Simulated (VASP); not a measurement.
# BN (P3m1) in VASP: a series of runs

The runs below take BN through single point, with r2SCAN.

Program: VASP 6.6.1. These are calculated values, not measurements. Logs are shortened: lines on timing, memory, paths and dates and some standing lists are left out, and cuts for length are marked.

## Step 1: The cell of the first run

The structure is trigonal, space group P3m1 (No. 156). The conventional cell has a = 2.544 Å, b = 2.544 Å, c = 12.323 Å, α = 90.00°, β = 90.00°, γ = 120.00°. B (site symmetry 3m) has 4 N at 1.56 to 1.58 Å within 2.1 Å. B (site symmetry 3m) has 4 N at 1.56 to 1.58 Å within 2.1 Å. B (site symmetry 3m) has 4 N at 1.56 to 1.58 Å within 2.1 Å. Within 1.7 Å of B (site symmetry 3m) lie 4 N at 1.28 to 1.56 Å. B (site symmetry 3m) has 4 N at 1.56 to 1.58 Å within 2.1 Å. Within 2.1 Å of B (site symmetry 3m) lie 4 N at 1.56 to 1.58 Å. N (site symmetry 3m) has 4 B at 1.56 to 1.58 Å within 2.1 Å. N (site symmetry 3m) has 4 B at 1.56 to 1.58 Å within 2.1 Å.

## Step 2: Single point, r2SCAN (the distance across one plane changed)

File POSCAR:

```
BN
1.0
   -2.5439665234      0.0000000000      0.0000000000
   -1.2719832617     -2.2031396357      0.0000000000
    0.0000000000      0.0000000000     12.3232348039
B N
6 6
Direct
    0.6666666667      0.6666666667      0.2346942021
    0.6666666667      0.6666666667      0.5761422879
    0.6666666667      0.6666666667      0.9175903737
    0.3333333333      0.3333333333      0.0639701592
    0.3333333333      0.3333333333      0.4054182450
    0.3333333333      0.3333333333      0.7468663308
    0.6666666667      0.6666666667      0.1067880285
    0.6666666667      0.6666666667      0.4482361143
    0.6666666667      0.6666666667      0.7896842001
    0.3333333333      0.3333333333      0.9604082430
    0.3333333333      0.3333333333      0.2775120714
    0.3333333333      0.3333333333      0.6189601572
```

File INCAR.step1:

```
SYSTEM = BN
ALGO = Normal
EDIFF = 1E-4
ENCUT = 520
GGA = PE
ISMEAR = 0
LASPH = .True.
LCHARG = .False.
LREAL = .False.
LWAVE = .True.
NBANDS = 36
NELM = 60
PREC = Accurate
SIGMA = 0.05
```

File INCAR.step2:

```
SYSTEM = BN
ALGO = Normal
EDIFF = 1E-6
ENCUT = 520
ISIF = 2
ISMEAR = 0
ISTART = 1
LASPH = .True.
LCHARG = .True.
LELF = .True.
LMIXTAU = .True.
LREAL = .False.
LVHAR = .True.
LWAVE = .False.
METAGGA = R2SCAN
NBANDS = 36
NELM = 60
PREC = Accurate
SIGMA = 0.05
```

File KPOINTS:

```
k-points
0
Gamma
  10 10 2
  0 0 0
```

Potentials or basis: VASP PAW PBE potentials, release 64 (B, N).

Run with:

```sh
> cat potpaw_PBE.64/B/POTCAR potpaw_PBE.64/N/POTCAR > POTCAR
> cp INCAR.step1 INCAR
> mpirun -np 1 vasp_std > vasp.out
> cp INCAR.step2 INCAR
> mpirun -np 1 vasp_std > vasp.out
```

OUTCAR:

```text
SYSTEM = BN
   EDIFF = 1E-6
   ENCUT = 520
   ISIF = 2
   ISMEAR = 0
   ISTART = 1
   LASPH = .True.
   LREAL = .False.
   METAGGA = R2SCAN
   NELM = 60
   PREC = Accurate

 ion  position               nearest neighbor table
   1  0.667  0.667  0.235-  11 1.56  11 1.56  11 1.56   7 1.58
   2  0.667  0.667  0.576-  12 1.56  12 1.56  12 1.56   8 1.58
   3  0.667  0.667  0.918-  10 1.56  10 1.56  10 1.56   9 1.58
   4  0.333  0.333  0.064-  10 1.28   7 1.56   7 1.56   7 1.56
   5  0.333  0.333  0.405-   8 1.56   8 1.56   8 1.56  11 1.58
   6  0.333  0.333  0.747-   9 1.56   9 1.56   9 1.56  12 1.58
   7  0.667  0.667  0.107-   4 1.56   4 1.56   4 1.56   1 1.58
   8  0.667  0.667  0.448-   5 1.56   5 1.56   5 1.56   2 1.58
   9  0.667  0.667  0.790-   6 1.56   6 1.56   6 1.56   3 1.58
  10  0.333  0.333  0.960-   4 1.28   3 1.56   3 1.56   3 1.56
  11  0.333  0.333  0.278-   1 1.56   1 1.56   1 1.56   5 1.58
  12  0.333  0.333  0.619-   2 1.56   2 1.56   2 1.56   6 1.58

  LATTYP: Found a hexagonal cell.
 ALAT       =     2.5439665235
 C/A-ratio  =     4.8441025817

  Lattice vectors:

 A1 = (   1.2719832617,   2.2031396357,   0.0000000000)
 A2 = (  -2.5439665234,   0.0000000000,   0.0000000000)
 A3 = (   0.0000000000,   0.0000000000,  12.3232348039)

Analysis of symmetry for initial positions (statically):
=====================================================================
 Subroutine PRICEL returns:
 Original cell was already a primitive cell.

 Routine SETGRP: Setting up the symmetry group for a
 hexagonal supercell.

 Subroutine GETGRP returns: Found  6 space group operations
 (whereof  6 operations were pure point group operations)
 out of a pool of 24 trial point group operations.

The static configuration has the point symmetry C_3v.

Analysis of symmetry for dynamics (positions and initial velocities):
=====================================================================
 Subroutine PRICEL returns:
 Original cell was already a primitive cell.

 Routine SETGRP: Setting up the symmetry group for a
 hexagonal supercell.

 Subroutine GETGRP returns: Found  6 space group operations
 (whereof  6 operations were pure point group operations)
 out of a pool of 24 trial point group operations.

The dynamic configuration has the point symmetry C_3v.

 Subroutine INISYM returns: Found  6 space group operations
 (whereof  6 operations are pure point group operations),
 and found     1 'primitive' translations

----------------------------------------------------------------------------------------

                                     Primitive cell

  volume of cell :      69.0682

  direct lattice vectors                    reciprocal lattice vectors
    -2.543966523  0.000000000  0.000000000    -0.393086934  0.226948847  0.000000000
    -1.271983262 -2.203139636  0.000000000     0.000000000 -0.453897694  0.000000000
     0.000000000  0.000000000 12.323234804     0.000000000  0.000000000  0.081147525

  length of vectors
     2.543966523  2.543966523 12.323234804     0.453897694  0.453897694  0.081147525

  position of ions in fractional coordinates (direct lattice)
     0.666666667  0.666666667  0.234694202
     0.666666667  0.666666667  0.576142288
     0.666666667  0.666666667  0.917590374
     0.333333333  0.333333333  0.063970159
     0.333333333  0.333333333  0.405418245
     0.333333333  0.333333333  0.746866331
     0.666666667  0.666666667  0.106788028
     0.666666667  0.666666667  0.448236114
     0.666666667  0.666666667  0.789684200
     0.333333333  0.333333333  0.960408243
     0.333333333  0.333333333  0.277512071
     0.333333333  0.333333333  0.618960157

  ion indices of the primitive-cell ions
   primitive index   ion index
                 1           1
                 2           2
                 3           3
                 4           4
                 5           5
                 6           6
                 7           7
                 8           8
                 9           9
                10          10
                11          11
                12          12

----------------------------------------------------------------------------------------

 KPOINTS: k-points

Automatic generation of k-mesh.
 Grid dimensions read from file:
 generate k-points for:   10   10    2

 Generating k-lattice:

  Cartesian coordinates                     Fractional coordinates (reciprocal lattice)
    -0.039308693  0.022694885  0.000000000     0.100000000 -0.000000000  0.000000000
     0.000000000 -0.045389769  0.000000000     0.000000000  0.100000000  0.000000000
     0.000000000  0.000000000  0.040573762     0.000000000  0.000000000  0.500000000

  Length of vectors
     0.045389769  0.045389769  0.040573762

  Shift w.r.t. Gamma in fractional coordinates (k-lattice)
     0.000000000  0.000000000  0.000000000

 Subroutine IBZKPT returns following result:
 ===========================================

 Found     28 irreducible k-points:

 Following reciprocal coordinates:
            Coordinates               Weight
  0.000000  0.000000  0.000000      1.000000
  0.100000  0.000000  0.000000      6.000000
  0.200000  0.000000  0.000000      6.000000
  0.300000  0.000000  0.000000      6.000000
  0.400000  0.000000  0.000000      6.000000
  0.500000  0.000000  0.000000      3.000000
[... 16 lines left out ...]
  0.400000  0.100000  0.500000     12.000000
  0.500000  0.100000  0.500000     12.000000
 [... further k-points ...]
   k-points           NKPTS =     28   k-points in BZ     NKDIM =     28   number of bands    NBANDS=     36
   number of dos      NEDOS =    301   number of ions     NIONS =     12
   total plane-waves  NPLWV =  38400
   dimension x,y,z NGX =    20 NGY =   20 NGZ =   96
   dimension x,y,z NGXF=    40 NGYF=   40 NGZF=  192
   ions per type =               6   6
   NGX,Y,Z   is equivalent  to a cutoff of  13.07, 13.07, 12.95 a.u.
   NGXF,Y,Z  is equivalent  to a cutoff of  26.14, 26.14, 25.90 a.u.
 SYSTEM =  BN
   PREC   = accura    normal or accurate (medium, high low for compatibility)
   ISTART =      1    job   : 0-new  1-cont  2-samecut
   ICHARG =      0    charge: 1-file 2-atom 10-const
   ISPIN  =      1    spin polarized calculation?
   LNONCOLLINEAR =      F non collinear calculations
   LSORBIT =      F    spin-orbit coupling
   LASPH  =      T    aspherical Exc in radial PAW
   ENCUT  =  520.0 eV  38.22 Ry    6.18 a.u.   4.73  4.73 22.91*2*pi/ulx,y,z
   NELM   =     60;   NELMIN=  2; NELMDL=  0     # of ELM steps
   EDIFF  = 0.1E-05   stopping-criterion for ELM
   LREAL  =      F    real-space projection
   EDIFFG = 0.1E-04   stopping-criterion for IOM
   NSW    =      0    number of steps for IOM
   IBRION =     -1    ionic relax: 0-MD 1-quasi-New 2-CG
   NFREE  =      0    steps in history (QN), initial steepest desc. (CG)
   ISIF   =      2    stress and relaxation
   ISYM   =      2    0-nonsym 1-usesym 2-fastsym
   POTIM  = 0.5000    time-step for ionic-motion
   TEBEG  =    0.0;   TEEND  =   0.0 temperature during run
   PSTRESS=    0.0 pullay stress
   NELECT =      48.0000    total number of electrons
   NUPDOWN=      -1.0000    fix difference up-down
   EMIN   =  10.00;   EMAX   =-10.00  energy-range for DOS
   EFERMI =   0.00;   METHOD = LEGACY
   ISMEAR =     0;   SIGMA  =   0.05  broadening in eV -4-tet -1-fermi 0-gaus
   EFERMI_NEDOS =   21; number of points for ismear=-14 and -15
   IALGO  =     38    algorithm
   IMIX   =      4    mixing-type and parameters
     AMIX     =   0.40;   BMIX     =  1.00
     AMIX_MAG =   1.60;   BMIX_MAG =  1.00
  volume/ion in A,a.u.               =       5.76        38.84
  Fermi-wavevector in a.u.,A,eV,Ry     =   1.450093  2.740278 28.609920  2.102770
  Thomas-Fermi vector in A             =   2.567745
   LORBIT       =      0    0 simple, 1 ext, 2 COOP (PROOUT), +10 PAW based schemes
   METAGGA = R2SCAN    functional components
   LHFCALC =     F    Hartree Fock is set to
   AEXX    =    0.0000 exact exchange contribution
   IVDW    =     0    specifies the selected vdW correction
   LEPSILON=     F    determine dielectric tensor
   LRPA    =     F    only Hartree local field effects (RPA)
 non-spin polarized calculation
 Gauss-broadening in eV      SIGMA  =   0.05
  energy-cutoff  :      520.00
  volume of cell :       69.07
 maximum number of plane-waves:      1876
   NGX =  9   NGY =  9   NGZ = 45

 number of electron      48.0000004 magnetization

 Free energy of the ion-electron system (eV)
  ---------------------------------------------------
  ext. energy  EPLUGINS =         0.00000000
  ---------------------------------------------------
  free energy    TOTEN  =      -113.11142272 eV

  energy without entropy =     -113.11142272  energy(sigma->0) =     -113.11142272

 E-fermi :   8.3487     XC(G=0): -13.7608

 val. band max:        8.0687718235   @ k =   0.0000   0.0000   0.0000
 cond. band min:      13.4530912158   @ k =  -0.4000   0.3000   0.0000
 fundamental gap:      5.3843193923
 Fermi energy:         8.3486950981

 k-point     1 :       0.0000    0.0000    0.0000
  band No.  band energies     occupation
      1     -14.8796      2.00000
      2     -13.4956      2.00000
      3     -12.9474      2.00000
      4     -11.5032      2.00000
      5     -10.9882      2.00000
      6      -9.3043      2.00000
[... 28 lines left out ...]
     35      18.3577      0.00000
     36      18.7826      0.00000

 k-point     2 :       0.1000    0.0000    0.0000
  band No.  band energies     occupation
      1     -14.6597      2.00000
      2     -13.2741      2.00000
      3     -12.7269      2.00000
      4     -11.3005      2.00000
      5     -10.7880      2.00000
      6      -9.1364      2.00000
[... 850 lines left out ...]
 k-point    24 :       0.5000    0.1000    0.5000
  band No.  band energies     occupation
      1     -11.1524      2.00000
      2      -9.7121      2.00000
      3      -9.1395      2.00000
      4      -8.7819      2.00000
      5      -8.3556      2.00000
      6      -7.8819      2.00000
[... 28 lines left out ...]
     35      20.7862      0.00000
     36      20.9118      0.00000

 [... further k-points ...]

------------------------ aborting loop because EDIFF is reached ----------------------------------------

  FORCE on cell =-STRESS in cart. coord.  units (eV):
  Direction    XX          YY          ZZ          XY          YZ          ZX
  --------------------------------------------------------------------------------------
  -------------------------------------------------------------------------------------
  Total        1.3342485      1.3342485     20.6807500     -0.0000000     -0.0000000      0.0000000
  in kB       30.9506066     30.9506066    479.7320441     -0.0000000     -0.0000000      0.0000000
  external PRESSURE =     180.5444191 kB  Pullay stress =       0.0000000 kB

 VOLUME and BASIS-vectors are now :
 -----------------------------------------------------------------------------
  energy-cutoff  :      520.00
  volume of cell :       69.07
      direct lattice vectors                 reciprocal lattice vectors
    -2.543966523  0.000000000  0.000000000    -0.393086934  0.226948847  0.000000000
    -1.271983262 -2.203139636  0.000000000     0.000000000 -0.453897694  0.000000000
     0.000000000  0.000000000 12.323234804     0.000000000  0.000000000  0.081147525

 POSITION                                       TOTAL-FORCE (eV/Angst)
 -----------------------------------------------------------------------------------
     -2.54397     -1.46876      2.89219        -0.000000     -0.000000     -0.290366
     -2.54397     -1.46876      7.09994        -0.000000     -0.000000     -0.294762
     -2.54397     -1.46876     11.30768         0.000000     -0.000000     -1.938484
     -1.27198     -0.73438      0.78832        -0.000000     -0.000000     11.824066
     -1.27198     -0.73438      4.99606        -0.000000     -0.000000     -0.292348
     -1.27198     -0.73438      9.20381         0.000000      0.000000     -0.326206
     -2.54397     -1.46876      1.31597         0.000000      0.000000      2.782132
     -2.54397     -1.46876      5.52372         0.000000     -0.000000      0.292368
     -2.54397     -1.46876      9.73146         0.000000     -0.000000      0.326550
     -1.27198     -0.73438     11.83534         0.000000     -0.000000    -12.679147
     -1.27198     -0.73438      3.41985         0.000000     -0.000000      0.302240
     -1.27198     -0.73438      7.62759        -0.000000     -0.000000      0.293956
 -----------------------------------------------------------------------------------
    total drift:                                0.000000      0.000000      0.001488

  FREE ENERGIE OF THE ION-ELECTRON SYSTEM (eV)
  ---------------------------------------------------
  free  energy   TOTEN  =      -113.1114227179 eV

  energy  without entropy=     -113.1114227179  energy(sigma->0) =     -113.11142272
```

It took 2.8 min on 1 thread of AMD EPYC 9R45 (Zen 5), shared host; peak memory 0.18 GiB.

What came out:

| Quantity | Value |
| --- | --- |
| Free energy | -113.1114 eV |
| Pressure | 18.1 GPa |
| Largest force | 12.679 eV/Å |
| Band gap on the k mesh | 5.38 eV (least direct gap 7.99 eV) |

Forces on the atoms (eV/Å):
```
B     0.000   0.000  -0.290
B     0.000   0.000  -0.295
B     0.000   0.000  -1.938
B     0.000   0.000  11.824
B     0.000   0.000  -0.292
B     0.000   0.000  -0.326
N     0.000   0.000   2.782
N     0.000   0.000   0.292
N     0.000   0.000   0.327
N     0.000   0.000 -12.679
N     0.000   0.000   0.302
N     0.000   0.000   0.294
```

Caveat: the cell differs from its parent crystal (the distance across one plane changed); the stress differs along the axes, from 3 to 48 GPa; the PAW data sets were made with another functional, which shifts forces and pressure a little. A k mesh can miss the band edges.

[end of part 1 of 2]
